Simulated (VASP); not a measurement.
# ZnH16Cl2O8 in VASP: notebook

The runs below take ZnH16Cl2O8 through single point, with PBE+D3(BJ).

All numbers are computed with VASP 6.6.1; they aren't measurements. Logs are shortened: lines on timing, memory, paths and dates and some standing lists are left out, and cuts for length are marked.

### Step 1. The cell of the first run

The cell holds a disordered packing, 27 atoms: a = 6.739 Å, b = 6.739 Å, c = 6.739 Å, α = 90.00°, β = 90.00°, γ = 90.00°.

### Step 2. Single point, PBE+D3(BJ)

File INCAR:

```
  PREC = Accurate
  ENCUT = 520
  EDIFF = 1E-6
  ISMEAR = -1
  SIGMA = 0.02
  LREAL = F
  LASPH = T
  NELM = 120
  ALGO = Normal
  ISIF = 2
  LWAVE = F
  LCHARG = F
  GGA = PE
  IVDW = 12
  NBANDS = 64
  GGA_COMPAT = F
```

File KPOINTS:

```
regular mesh
0
Gamma
  1 1 1
```

File POSCAR:

```
ZnH16Cl2O8
1.0
    6.7386640000      0.0000000000      0.0000000000
    0.0000000000      6.7386640000      0.0000000000
    0.0000000000      0.0000000000      6.7386640000
O H Zn Cl
8 16 1 2
Direct
    0.1519589046      0.6752673824      0.4552831244
    0.6821826997      0.2362189300      0.8057383481
    0.0997230312     -0.0456470303      0.8804267433
    0.5619511523      0.3847053363      0.4289722711
    0.3901663594      0.7227100209      0.1534280386
    0.7648103541      0.7973390571      0.6625497280
    0.7458451705      0.5063911778      0.0319054341
    0.2518896921      0.1087307514      0.3422933685
    0.2475416492      0.7234816872      0.5494709337
    0.0205233560      0.6894393310      0.5157253723
    0.6637072274      0.2986793821      0.6753712605
    0.6516276817      0.0931193483      0.7934213666
    0.0861446720      0.0300059478      1.0092356586
    0.2134250944     -0.0079689387      0.7943711098
    0.5050259221      0.2493224176      0.4205729800
    0.6444600888      0.3988772849      0.3006233877
    0.4995352194      0.7999063316      0.2004996836
    0.3568214708      0.6784134066      0.2897458606
    0.7722747417      0.8412498382      0.5183074865
    0.6526071043      0.7090426233      0.6659925469
    0.6059806514      0.5329246272      0.0753710231
    0.7399834745      0.3714682910     -0.0609319592
    0.1423575949      0.1732687666      0.4268798682
    0.1408142623      0.0157894799      0.2704987220
   -0.0354966504      0.6829692058      0.9613775075
    0.8184856820     -0.0797042262      0.1896221566
    0.1800208469      0.4405472657     -0.1265681150
```

Potentials or basis: VASP PAW PBE potentials, release 64 (O, H, Zn, Cl).

Run with:

```
$ cat potpaw_PBE.64/O/POTCAR potpaw_PBE.64/H/POTCAR potpaw_PBE.64/Zn/POTCAR potpaw_PBE.64/Cl/POTCAR > POTCAR
$ mpirun -np 1 vasp_gam > vasp.out
```

OUTCAR:

```text
PREC = Accurate
   ENCUT = 520
   EDIFF = 1E-6
   ISMEAR = -1
   LREAL = F
   LASPH = T
   NELM = 120
   ISIF = 2
   GGA = PE
   IVDW = 12
 IVDW          = 12

 ion  position               nearest neighbor table
   1  0.152  0.675  0.455-   9 0.96  10 0.98
   2  0.682  0.236  0.806-  11 0.98  12 0.99  22 1.34
   3  0.100  0.954  0.880-  14 0.99  13 1.01  25 2.11
   4  0.562  0.385  0.429-  15 0.99  16 1.03
   5  0.390  0.723  0.153-  17 0.96  18 0.99
   6  0.765  0.797  0.663-  20 0.96  19 1.02
   7  0.746  0.506  0.032-  21 1.00  22 1.10  25 1.95
   8  0.252  0.109  0.342-  23 1.03  24 1.09
   9  0.248  0.723  0.549-   1 0.96
  10  0.021  0.689  0.516-   1 0.98
  11  0.664  0.299  0.675-   2 0.98
  12  0.652  0.093  0.793-   2 0.99
  13  0.086  0.030  0.009-   3 1.01
  14  0.213  0.992  0.794-   3 0.99
  15  0.505  0.249  0.421-   4 0.99
  16  0.644  0.399  0.301-   4 1.03
  17  0.500  0.800  0.200-   5 0.96
  18  0.357  0.678  0.290-   5 0.99
  19  0.772  0.841  0.518-   6 1.02
  20  0.653  0.709  0.666-   6 0.96
  21  0.606  0.533  0.075-   7 1.00
  22  0.740  0.371  0.939-   7 1.10   2 1.34
  23  0.142  0.173  0.427-   8 1.03
  24  0.141  0.016  0.270-   8 1.09
  25  0.965  0.683  0.961-   7 1.95   3 2.11  27 2.26  26 2.43
  26  0.818  0.920  0.190-  25 2.43
  27  0.180  0.441  0.873-  25 2.26

  LATTYP: Found a simple cubic cell.
 ALAT       =     6.7386640000

  Lattice vectors:

 A1 = (   6.7386640000,   0.0000000000,   0.0000000000)
 A2 = (   0.0000000000,   6.7386640000,   0.0000000000)
 A3 = (   0.0000000000,   0.0000000000,   6.7386640000)

Analysis of symmetry for initial positions (statically):
=====================================================================
 Subroutine PRICEL returns:
 Original cell was already a primitive cell.

 Routine SETGRP: Setting up the symmetry group for a
 simple cubic supercell.

 Subroutine GETGRP returns: Found  1 space group operations
 (whereof  1 operations were pure point group operations)
 out of a pool of 48 trial point group operations.

The static configuration has the point symmetry C_1 .

Analysis of symmetry for dynamics (positions and initial velocities):
[... 136 lines left out ...]
   NELM   =    120;   NELMIN=  2; NELMDL= -5     # of ELM steps
   EDIFF  = 0.1E-05   stopping-criterion for ELM
   LREAL  =      F    real-space projection
   EDIFFG = 0.1E-04   stopping-criterion for IOM
   NSW    =      0    number of steps for IOM
   IBRION =     -1    ionic relax: 0-MD 1-quasi-New 2-CG
   NFREE  =      0    steps in history (QN), initial steepest desc. (CG)
   ISIF   =      2    stress and relaxation
   ISYM   =      2    0-nonsym 1-usesym 2-fastsym
   POTIM  = 0.5000    time-step for ionic-motion
   TEBEG  =    0.0;   TEEND  =   0.0 temperature during run
   PSTRESS=    0.0 pullay stress
   NELECT =      90.0000    total number of electrons
   NUPDOWN=      -1.0000    fix difference up-down
   EMIN   =  10.00;   EMAX   =-10.00  energy-range for DOS
   EFERMI =   0.00;   METHOD = LEGACY
   ISMEAR =    -1;   SIGMA  =   0.02  broadening in eV -4-tet -1-fermi 0-gaus
   EFERMI_NEDOS =   21; number of points for ismear=-14 and -15
   IALGO  =     38    algorithm
   IMIX   =      4    mixing-type and parameters
     AMIX     =   0.40;   BMIX     =  1.00
     AMIX_MAG =   1.60;   BMIX_MAG =  1.00
  volume/ion in A,a.u.               =      11.33        76.48
  Fermi-wavevector in a.u.,A,eV,Ry     =   1.088717  2.057378 16.127064  1.185306
  Thomas-Fermi vector in A             =   2.224905
   LORBIT       =      0    0 simple, 1 ext, 2 COOP (PROOUT), +10 PAW based schemes
   GGA     = PE    functional components
   LHFCALC =     F    Hartree Fock is set to
   AEXX    =    0.0000 exact exchange contribution
   IVDW    =    12    specifies the selected vdW correction
   LEPSILON=     F    determine dielectric tensor
   LRPA    =     F    only Hartree local field effects (RPA)
 non-spin polarized calculation
  energy-cutoff  :      520.00
  volume of cell :      306.00
 maximum number of plane-waves:      4109
 NGX is ok and might be reduce to    50
   NGX = 25   NGY = 25   NGZ = 25

 number of electron      90.0000003 magnetization

 Free energy of the ion-electron system (eV)
  ---------------------------------------------------
  ext. energy  EPLUGINS =         0.00000000
  ---------------------------------------------------
  free energy    TOTEN  =      -122.06145626 eV

  energy without entropy =     -122.06145626  energy(sigma->0) =     -122.06145626

 E-fermi :  -1.4082     XC(G=0):  -7.3450

 val. band max:       -1.9715519741   @ k =   0.0000   0.0000   0.0000
 cond. band min:       1.1220755114   @ k =   0.0000   0.0000   0.0000
 fundamental gap:      3.0936274856
 Fermi energy:        -1.4081568472

 k-point     1 :       0.0000    0.0000    0.0000
  band No.  band energies     occupation
      1     -22.3137      2.00000
      2     -22.1466      2.00000
      3     -21.7934      2.00000
      4     -21.4563      2.00000
      5     -21.1419      2.00000
      6     -21.0263      2.00000
[... 49 lines left out ...]
     56       6.4401      0.00000
     57       6.6960      0.00000
 [bands above 57 left out]

------------------------ aborting loop because EDIFF is reached ----------------------------------------

 Edisp (eV)   -1.38547

 E8    (eV) :    -0.3518

  FORCE on cell =-STRESS in cart. coord.  units (eV):
  Direction    XX          YY          ZZ          XY          YZ          ZX
  --------------------------------------------------------------------------------------
  -------------------------------------------------------------------------------------
  Total      -3.55134    -0.04670    -3.60331     2.24490    -0.39416     2.36109
  in kB     -18.59436    -0.24454   -18.86649    11.75400    -2.06378    12.36237
  external pressure =      -12.57 kB  Pullay stress =        0.00 kB

 VOLUME and BASIS-vectors are now :
 -----------------------------------------------------------------------------
  energy-cutoff  :      520.00
  volume of cell :      306.00
      direct lattice vectors                 reciprocal lattice vectors
     6.738664000  0.000000000  0.000000000     0.148397368  0.000000000  0.000000000
     0.000000000  6.738664000  0.000000000     0.000000000  0.148397368  0.000000000
     0.000000000  0.000000000  6.738664000     0.000000000  0.000000000  0.148397368

 POSITION                                       TOTAL-FORCE (eV/Angst)
 -----------------------------------------------------------------------------------
      1.02400      4.55040      3.06800        -0.682887     -0.155364     -0.267455
      4.59700      1.59180      5.42960        -0.342883     -1.187802     -0.595381
      0.67200      6.43106      5.93290         0.039649      0.179330      0.235153
      3.78680      2.59240      2.89070         1.305598     -0.353591     -1.194459
      2.62920      4.87010      1.03390         0.310610     -0.800679      0.879688
      5.15380      5.37300      4.46470         0.133976      0.607894     -1.276051
[... 19 lines left out ...]
      5.51550      6.20156      1.27780         0.209178      0.325059      0.475188
      1.21310      2.96870      5.88576        -0.238518      0.426525     -0.140007
 -----------------------------------------------------------------------------------
    total drift:                                0.002786     -0.001597      0.001105

  FREE ENERGIE OF THE ION-ELECTRON SYSTEM (eV)
  ---------------------------------------------------
  free  energy   TOTEN  =      -123.4469295281 eV

  energy  without entropy=     -123.4469295281  energy(sigma->0) =     -123.44692953
```

Run time: 74 s. Hardware: 1 thread of Intel Xeon 8259CL, shared host; peak memory 0.35 GiB.

Results:

```yaml
Free_energy: -123.4469 eV
Pressure: -1.3 GPa
Largest_force: 4.474 eV/Å
Dispersion_energy_per_atom: -0.051 eV
```

Forces in eV/Å, atoms in the order of the input:
```
O   -0.683 -0.155 -0.267
O   -0.343 -1.188 -0.595
O    0.040  0.179  0.235
O    1.306 -0.354 -1.194
O    0.311 -0.801  0.880
O    0.134  0.608 -1.276
O   -1.023 -1.483 -0.051
O   -4.366 -0.978 -0.017
H   -0.054 -0.026  0.736
H    0.462 -0.120  0.116
H   -0.136  0.047 -0.419
H    0.564  0.646  0.252
H    0.558 -0.169 -1.751
H   -0.762  0.041  1.141
H   -0.235  0.665 -0.426
H   -0.876 -0.350  1.820
H    1.284  1.334 -0.596
H   -1.106 -0.633 -0.985
H    0.012 -0.260  1.102
H   -0.460 -0.573 -0.011
H    0.445  0.669 -0.629
H   -0.239  1.035  1.015
H    1.874 -0.156 -0.778
H    2.610  1.214  1.360
Zn   0.712  0.056  0.004
Cl   0.209  0.325  0.475
Cl  -0.239  0.427 -0.140
```

Caveat: the k points lie up to 0.93 Å⁻¹ apart, too coarse for converged energies, forces and pressures.

### Step 3. Single point, PBE+D3(BJ)

File INCAR:

```
SYSTEM = ZnH16Cl2O8
  ALGO = Normal
  EDIFF = 1E-6
  ENCUT = 520
  GGA = PE
  GGA_COMPAT = .False.
  ISIF = 2
  ISMEAR = -1
  IVDW = 12
  LASPH = .True.
  LCHARG = .False.
  LREAL = .False.
  LWAVE = .False.
  NBANDS = 64
  NELM = 120
  PREC = Accurate
  SIGMA = 0.02
```

File KPOINTS:

```
k-points
0
Gamma
  1 1 1
  0 0 0
```

File POSCAR:

```
ZnH16Cl2O8
1.0
    6.7386640000      0.0000000000      0.0000000000
    0.0000000000      6.7386640000      0.0000000000
    0.0000000000      0.0000000000      6.7386640000
O H Zn Cl
8 16 1 2
Direct
    0.1036110422      0.7023202225      0.4381580681
    0.7111053467      0.1908686944      0.7930948924
    0.1218045595     -0.0122724623      0.9030128227
    0.5556887834      0.3910864231      0.4319105389
    0.4295065016      0.7097400909      0.1232736934
    0.8038091824      0.7528346865      0.6883263507
    0.7260192822      0.5091068497      0.0417293398
    0.2748319251      0.1357539121      0.3357638844
    0.0304659796      0.5739416597      0.4392562086
    0.0090077202      0.7558916723      0.3518353193
    0.6707561024      0.2253414030      0.6710825766
    0.7207511756      0.0487930545      0.7827070767
    0.0040067289      0.0479917087      0.9518652362
    0.2116294862     -0.0518352006      1.0059412370
    0.4310498342      0.3216216152      0.4485607236
    0.5733480702      0.3533489724      0.2920756993
    0.5605562171      0.7349082845      0.1960477626
    0.3247824791      0.6509747333      0.2129947420
    0.9207314684      0.7654781423      0.6001486348
    0.6997826275      0.6641079003      0.6311043257
    0.5924319717      0.5762418189      0.0561387242
    0.7339437016      0.3807431265     -0.0607835618
    0.1499555401      0.1008508511      0.2838099659
    0.3501435893      0.0239661749      0.3769589937
   -0.0294865570      0.6909678239      0.9819750621
    0.7917889956     -0.0586763192      0.1894144002
    0.1601059201      0.4509054020     -0.1619015283
```

Potentials or basis: VASP PAW PBE potentials, release 64 (O, H, Zn, Cl).

Run with:

```
$ cat potpaw_PBE.64/O/POTCAR potpaw_PBE.64/H/POTCAR potpaw_PBE.64/Zn/POTCAR potpaw_PBE.64/Cl/POTCAR > POTCAR
$ mpirun -np 1 vasp_gam > vasp.out
```

Run time: 84 s. Hardware: 1 thread of Intel Xeon 8259CL, shared host; peak memory 0.35 GiB.

Results (log left out):

```yaml
Free_energy: -123.3886 eV
Pressure: 1.7 GPa
Largest_force: 5.476 eV/Å
Dispersion_energy_per_atom: -0.052 eV
```

Forces in eV/Å, atoms in the order of the input:
```
O    0.514 -2.260  0.699
O    1.314 -0.826  4.284
O    0.435 -1.733 -1.628
O    0.515 -0.041 -0.360
O   -0.420  0.164  1.026
O   -0.883  0.130  0.401
O    1.285 -2.357 -1.574
O    1.085  1.702  0.272
H    1.235 -0.325  0.802
H   -1.556  2.463 -2.050
H   -1.537  1.997 -4.862
H    0.136 -0.912  0.429
H   -0.664  1.023  0.853
H    0.770  0.347  0.766
H   -0.913 -0.051  0.566
H    0.722  0.396  0.174
H   -1.789  0.700  0.265
H    1.456  0.369 -0.312
H   -0.260 -0.250  0.034
H    0.956  0.472  0.253
H   -0.005 -0.992 -1.016
H   -0.636  1.964  1.697
H   -1.459 -0.684 -0.329
H    0.093 -1.174  0.155
Zn  -0.860 -0.582 -1.209
Cl   0.629 -0.269  0.222
Cl  -0.164  0.729  0.443
```

Stress tensor (GPa, compression positive):
```
 0.67 -1.16  0.95
-1.16  1.09 -2.85
 0.95 -2.85  3.26
```

Levels at points of the mesh, in eV from the Fermi level:
| k point | band 43 | band 44 | band 45 | band 46 | band 47 | band 48 |
| --- | --- | --- | --- | --- | --- | --- |
| (0.00, 0.00, 0.00) | -1.11 | -0.66 | -0.52 | 2.69 | 4.71 | 5.67 |

Caveat: the k points lie up to 0.93 Å⁻¹ apart, too coarse for converged energies, forces and pressures.

### Step 4. Single point, PBE+D3(BJ)

File INCAR:

```
PREC = Accurate ; ENCUT = 520
EDIFF = 1E-6 ; ISMEAR = -1
SIGMA = 0.02 ; LREAL = False
LASPH = True ; NELM = 120
ALGO = Normal ; ISIF = 2
LWAVE = False ; LCHARG = True
GGA = PE ; IVDW = 12
LELF = True ; LVHAR = True
NBANDS = 64 ; GGA_COMPAT = False
```

File KPOINTS:

```
Automatic mesh
0
Gamma
  1 1 1
```

File POSCAR:

```
ZnH16Cl2O8
1.0
    6.7386640000      0.0000000000      0.0000000000
    0.0000000000      6.7386640000      0.0000000000
    0.0000000000      0.0000000000      6.7386640000
O H Zn Cl
8 16 1 2
Direct
    0.1719628698      0.7033293246      0.4381580681
    0.7246985456      0.1773793737      0.7842652490
    0.1673328719      0.0130144492      0.9177635211
    0.5915861067      0.3695242855      0.4674962277
    0.4347746081      0.7454444976      0.1525821736
    0.7864615301      0.7022905431      0.7108382314
    0.7050062149      0.4639050114      0.0121834239
    0.2559854594      0.1464978815      0.3422488493
    0.0927335151      0.6079246569      0.3627722053
    0.1236892061      0.8278198765      0.4122775672
    0.6590178706      0.2397953066      0.6740060048
    0.6880147163      0.0235506623      0.7716069535
    0.0618371832      0.0966066864      0.8464437461
    0.1767412650     -0.0981054998      0.8199548160
    0.4367186137      0.3785616852      0.4395084842
    0.6493126828      0.4797538503      0.3900328018
    0.5258163933      0.8599182271      0.1352345213
    0.3318313541      0.8110806534      0.2472151750
    0.8802486665      0.6222895221      0.6388358286
    0.7174715938      0.6227792334      0.8264843002
    0.5763011778      0.5077267541      0.0217847336
    0.6780720926      0.3278691444     -0.0531559371
    0.2142857991      0.1587406643      0.1966710315
    0.3986992080      0.1619163680      0.3252721905
   -0.0396369369      0.6947222773      0.9764991992
    0.8581226190     -0.0575188198      0.2058865081
    0.1887762916      0.4813862214     -0.1536061154
```

Run with:

```
$ cat potpaw_PBE.64/O/POTCAR potpaw_PBE.64/H/POTCAR potpaw_PBE.64/Zn/POTCAR potpaw_PBE.64/Cl/POTCAR > POTCAR
$ mpirun -np 1 vasp_gam > vasp.out
```

It took 88 s on 1 thread of Intel Xeon 8259CL, shared host; peak memory 0.35 GiB.

The run converged. Its results:

```yaml
Free_energy: -122.7639 eV
Pressure: -0.5 GPa
Largest_force: 4.279 eV/Å
Dispersion_energy_per_atom: -0.052 eV
```

Forces in eV/Å, atoms in the order of the input:
```
O    1.022 -3.456  1.065
O   -0.267 -4.186  0.846
O   -1.474 -0.263 -2.365
O   -2.710  0.445 -0.934
O   -0.695  1.943  0.952
O   -1.139  0.999  1.870
O    2.182 -1.184 -0.336
O   -0.212  0.394 -2.029
H    0.180  0.383  0.157
H   -1.765  3.258 -0.750
H   -0.410  0.604 -1.433
H    0.753  3.140  0.257
H    1.208 -0.590  1.108
H    0.779  0.804  0.553
H    2.768  0.255  0.715
H   -0.466 -0.415  0.230
H   -0.006 -0.722 -0.004
H    1.497 -1.586 -1.264
H    0.386 -0.690 -0.242
H    0.413 -0.342 -2.072
H   -3.536  1.851  1.174
H    1.276  0.053 -0.116
H    0.039 -0.318  1.644
H    0.370 -0.281  0.231
Zn   0.632  0.450  0.871
Cl  -0.241 -1.056 -0.586
Cl  -0.584  0.511  0.459
```

Stress tensor (GPa, compression positive):
```
 0.38 -0.55  0.04
-0.55 -1.62 -1.91
 0.04 -1.91 -0.37
```

Levels at points of the mesh, in eV from the Fermi level:
| k point | band 41 | band 42 | band 43 | band 44 | band 45 | band 46 | band 47 | band 48 | band 49 | band 50 |
| --- | --- | --- | --- | --- | --- | --- | --- | --- | --- | --- |
| (0.00, 0.00, 0.00) | -1.28 | -1.24 | -1.07 | -0.89 | -0.54 | 2.65 | 4.79 | 5.21 | 5.80 | 6.56 |

Caveat: the k points lie up to 0.93 Å⁻¹ apart, too coarse for converged energies, forces and pressures.

### Step 5. Overview

```tsv
cell	pressure (GPa)	largest force (eV/Å)
as given, atomic positions A	-1.3	4.47
as given, atomic positions B	1.7	5.48
as given, atomic positions C	-0.5	4.28
```

Alike in all rows: task single point; level PBE+D3(BJ); potentials or basis VASP PAW PBE potentials, release 64 (O, H, Zn, Cl); no spin polarisation; k mesh 1 × 1 × 1; cutoff (eV) 520; smearing fermi-dirac 0.02 eV.

Caveats: all runs use coarse meshes.

Total energies depend on the potentials used, so only differences within one code and one set of settings carry meaning.
